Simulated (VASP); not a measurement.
Cr: single point with LDA

Cr:

```
CELL_PARAMETERS angstrom
0.00000 2.47138 2.47138
2.47138 0.00000 2.47138
2.47138 2.47138 0.00000
ATOMIC_POSITIONS crystal
Cr 0.12500 0.12500 0.12500
Cr 0.87500 0.87500 0.87500
```

This isn't the form of Cr at room conditions, which is bcc.

```yaml
Program: VASP 6.6.1
Task: single point
Functional: LDA
Potentials_or_basis: VASP PAW LDA potentials, release 64 (Cr_pv)
Cutoff: 520 eV
k_mesh: 18 × 18 × 18
Occupations: fermi-dirac, width 0.1 eV
Spin: no spin polarisation
Dipole_correction: no
Further_INCAR_settings: ALGO = Normal; EDIFF = 1e-06; NBANDS = 19
```

```json
{
  "Pressure": "0.7 GPa",
  "Band gap on the k mesh": "zero (bands 12 and 13 overlap by 0.56 eV)"
}
```

Levels at points of the mesh, in eV from the Fermi level:
```tsv
k point	band 9	band 10	band 11	band 12	band 13	band 14	band 15	band 16
(0.00, 0.00, 0.00)	-1.87	-1.18	-1.18	-1.18	1.13	1.13	1.13	3.42
(0.50, 0.00, 0.00)	-1.75	-1.75	-1.26	-1.26	0.11	1.96	1.96	3.03
(0.50, 0.50, 0.00)	-1.16	-1.16	0.09	0.09	0.70	0.70	3.29	3.29
```

Run time: 120 s on 1 thread of Intel Xeon 8259CL (shared host), peak memory 0.21 GiB.

Caveat: the run has no spin polarisation, though such a crystal can be magnetic. Spin polarisation is off, so any magnetic state and its effect on volume and gap are missing.
